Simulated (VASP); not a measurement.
Runs of VASP 6.6.1 on CdTe. The structure is that of space group F-43m (No. 216), or close to it. The cells are those of the table. 

| task | spin | cell | k mesh | cutoff (eV) | smearing | gap on the mesh (eV) | pressure (GPa) | moment (μB) |
| --- | --- | --- | --- | --- | --- | --- | --- | --- |
| single point | non-collinear, zero start, SOC | a = 4.675 Å, angles 60.0, 60.0, 90.0°, 2 atoms | 6 × 6 × 6 | 520 | gaussian 0.01 eV | - | -1.8 | 0.00 |
| relaxation of cell and atoms | off | relaxed from a = 4.533 Å, angles 60.0, 60.0, 90.0°, 2 atoms | 10 × 10 × 10 | 600 | fermi-dirac 0.1 eV | 0.64 | 0.0 | - |
| single point | non-collinear, zero start, SOC | a = 4.523 Å, angles 60.0, 60.0, 90.0°, 2 atoms | 6 × 6 × 6 | 520 | gaussian 0.01 eV | - | 2.2 | 0.00 |
| relaxation of cell and atoms | off | relaxed to 7 GPa from a = 4.589 Å, angles 60.0, 60.0, 90.0°, 2 atoms | 6 × 6 × 6 | 600 | gaussian 0.01 eV | 1.02 | 7.0 | - |
| single point | non-collinear, zero start, SOC | a = 4.346 Å, angles 60.0, 60.0, 90.0°, 2 atoms | 6 × 6 × 6 | 520 | gaussian 0.01 eV | - | 10.3 | 0.00 |
| single point | off | a = 4.402 Å, angles 60.0, 60.0, 90.0°, 2 atoms | 6 × 6 × 6 | 520 | gaussian 0.01 eV | 1.03 | (a) | - |
| single point | off | a = 4.675 Å, angles 60.0, 60.0, 90.0°, 2 atoms | 6 × 6 × 6 | 520 | gaussian 0.01 eV | 0.49 | -1.9 | - |
| relaxation of cell and atoms | off | relaxed to -2 GPa from a = 4.589 Å, angles 60.0, 60.0, 90.0°, 2 atoms | 6 × 6 × 6 | 600 | gaussian 0.01 eV | (b) | -2.0 | - |
| relaxation of cell and atoms | off | relaxed to 4 GPa from a = 4.589 Å, angles 60.0, 60.0, 90.0°, 2 atoms | 6 × 6 × 6 | 600 | gaussian 0.01 eV | 0.88 | 4.0 | - |
| single point | off | a = 4.346 Å, angles 60.0, 60.0, 90.0°, 2 atoms | 6 × 6 × 6 | 520 | gaussian 0.01 eV | 1.15 | 10.3 | - |

Alike in all rows: level PBEsol; potentials or basis VASP PAW PBE potentials, release 64 (Cd, Te).

Estimate the missing entries.

(a) 7.2; (b) 0.48.

Caveats: the PAW data sets were made with another functional, which shifts forces and pressure a little; spin-orbit coupling is left out, which moves the levels of the heavy elements (some runs); the cell is relaxed towards a set pressure, so the enthalpy falls and the energy may rise (some runs).

A k mesh can miss the band edges, and rows without SOC leave out spin-orbit coupling on Cd, Te.
